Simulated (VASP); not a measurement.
Write the native input for VASP 6.6.1 that does the following.

```yaml
Task: single point
Functional: PBE
Potentials_or_basis: VASP PAW PBE potentials, release 64 (Cd, Sb, C)
Cutoff: 520 eV
k_mesh: 6 × 6 × 4
Occupations: fermi-dirac, width 0.02 eV
Spin: no spin polarisation
Dipole_correction: no
Further_INCAR_settings: ALGO = Normal; EDIFF = 1e-06; NBANDS = 21
```

The structure of CdSb2C lies in POSCAR:

```
CdSb2C
1.0
    3.8334338751      0.0000000000      0.0000000000
    0.0000000000      3.8334338751      0.0000000000
    0.0000000000      0.0000000000      6.6035400609
Cd Sb C
1 2 1
Direct
    0.0000000000      0.0000000000      0.0000000000
    0.0000000000      0.5000000000      0.3114037673
    0.5000000000      0.0000000000      0.6885962327
    0.5000000000      0.5000000000      0.5000000000
```

The input as run:

INCAR

```
PREC = Accurate
ENCUT = 520
EDIFF = 1E-6
ISMEAR = -1
SIGMA = 0.02
LREAL = F
LASPH = T
NELM = 100
ALGO = Normal
ISIF = 2
LWAVE = F
LCHARG = F
GGA = PE
NBANDS = 21
```

KPOINTS

```
regular mesh
0
Gamma
  6 6 4
```

Potentials or basis: VASP PAW PBE potentials, release 64 (Cd, Sb, C).

The run is started by

```sh
$ cat potpaw_PBE.64/Cd/POTCAR potpaw_PBE.64/Sb/POTCAR potpaw_PBE.64/C/POTCAR > POTCAR
$ mpirun -np 1 vasp_std > vasp.out
```

Results of the run:

- Pressure: 1.6 GPa
- Largest force: 0.128 eV/Å
- Band gap on the k mesh: zero (band 13 reaches 5.99 eV, above the bottom of band 14 at 5.39 eV)

Caveat: spin-orbit coupling is left out, which moves the levels of the heavy elements.

Run time: 32 s on 1 thread of Intel(R) Xeon(R) 6975P-C (Granite Rapids), with other jobs on the host, peak memory 0.23 GiB.
